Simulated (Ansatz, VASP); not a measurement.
**Two plane-wave programs on SnF4**

The input INCAR:

```
SYSTEM = SnF4
PREC = Accurate
ENCUT = 520
EDIFF = 1E-6
ISMEAR = 0
SIGMA = 0.05
LREAL = .FALSE.
LASPH = .TRUE.
NELM = 60
ALGO = Normal
ISIF = 2
LWAVE = .FALSE.
LCHARG = .FALSE.
NBANDS = 29
```

The input KPOINTS:

```
regular mesh
0
G
  8 8 8
  0 0 0
```

File POSCAR:

```
SnF4
1.0
   -2.0250000000      2.0250000000      3.9650000000
    2.0250000000     -2.0250000000      3.9650000000
    2.0250000000      2.0250000000     -3.9650000000
Sn F
1 4
Direct
    0.0000000000      0.0000000000      0.0000000000
    0.2370000000      0.2370000000      0.0000000000
    0.7630000000      0.7630000000      0.0000000000
    0.5000000000      0.0000000000      0.5000000000
    0.0000000000      0.5000000000      0.5000000000
```

Input for Ansatz:

```yaml
crystal:
  lattice:
    - [-2.025, 2.025, 3.965]
    - [2.025, -2.025, 3.965]
    - [2.025, 2.025, -3.965]
  atoms:
    - { symbol: Sn, position: [0.0, 0.0, 0.0] }
    - { symbol: F, position: [0.237, 0.237, 0.0] }
    - { symbol: F, position: [0.763, 0.763, 0.0] }
    - { symbol: F, position: [0.5, 0.0, 0.5] }
    - { symbol: F, position: [0.0, 0.5, 0.5] }
basis:
  ecutwfc: 420
kpoints:
  mp_grid: { grid: [8, 8, 8] }
hamiltonian:
  xc: lda
scf:
  occupations: { method: gaussian, width: 0.05 }
output:
  forces: true
  stress: true
  eigenvalues: true
```

Alike in both runs: task single point; functional LDA; k mesh 8 × 8 × 8; occupations gaussian, width 0.05 eV; no spin polarisation.

```csv
,VASP,Ansatz
version,VASP 6.6.1,Ansatz 0.2.0
potentials or method,"VASP PAW LDA potentials, release 64 (Sn_d, F), cutoff 520 eV","scalar-relativistic, plane waves, PAW"
valence electrons in the cell,42,42
```

Ansatz gave:

```
gap on the k mesh at the Fermi level (eV)                     : 3.33
least direct gap on the mesh (eV)                             : 3.57
pressure (GPa)                                                : -0.9
traceless stress, the component that is largest in VASP (GPa) : -0.53
rms of the force components (eV/Å)                            : 0.022
```

**Question.** Estimate VASP's values.

**Answer.** gap on the k mesh at the Fermi level (eV): 3.31; least direct gap on the mesh (eV): 3.56; pressure (GPa): 0.1; traceless stress, the component that is largest in VASP (GPa): 0.35; rms of the force components (eV/Å): 0.112.

LDA's correlation is that of Perdew and Zunger in VASP and of Perdew and Wang (1992) in Ansatz. Atom by atom the forces differ by 0.090 eV/Å (rms over components).
